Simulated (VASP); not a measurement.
Wanted: the native input for a VASP 6.6.1 run.

```
Task                   : single point
Functional             : PBEsol
Potentials or basis    : VASP PAW PBE potentials, release 64 (Bi_d)
Cutoff                 : 520 eV
k mesh                 : 8 × 8 × 8
Occupations            : fermi-dirac, width 0.05 eV
Spin                   : no spin polarisation
Dipole correction      : no
Further INCAR settings : ALGO = Normal; EDIFF = 1e-06; NBANDS = 22
```

The structure of Bi lies in POSCAR:

```
Bi
1.0
    2.2622500000      1.3061100000      3.8826110000
   -2.2622500000      1.3061100000      3.8826110000
    0.0000000000     -2.6122210000      3.8826110000
Bi
2
Direct
    0.2368250000      0.2368250000      0.2368250000
    0.7631750000      0.7631750000      0.7631750000
```

These files were run (other wordings do the same):

INCAR

```
ALGO     = Normal         # electronic algorithm
EDIFF    = 1E-6           # SCF threshold, eV
ENCUT    = 520            # plane-wave cutoff, eV
GGA      = PS             # functional
ISIF     = 2              # what is computed and relaxed
ISMEAR   = -1             # smearing method
LASPH    = True           # aspherical terms in the spheres
LCHARG   = True           # write CHGCAR
LELF     = True           # ELF
LREAL    = False          # projectors in reciprocal space
LVHAR    = True         
LWAVE    = False          # write WAVECAR
NBANDS   = 22             # bands
NELM     = 60             # most SCF steps
PREC     = Accurate       # precision mode
SIGMA    = 0.05           # smearing width, eV
```

KPOINTS

```
k-points
0
Gamma
  8 8 8
```

Potentials or basis: VASP PAW PBE potentials, release 64 (Bi_d).

Command:

```bash
$ cat potpaw_PBE.64/Bi_d/POTCAR > POTCAR
$ mpirun -np 1 vasp_std > vasp.out
```

Results of the run:

The pressure is -0.1 GPa. The largest force is 0.064 eV/Å and the band gap on the k mesh is zero (bands 15 and 16 overlap by 0.20 eV).

Caveat: the PAW data sets were made with another functional, which shifts forces and pressure a little; spin-orbit coupling is left out, which moves the levels of the heavy elements.

Run time: 89 s on 1 thread of Intel Xeon 8259CL, with other jobs on the host, peak memory 0.24 GiB.
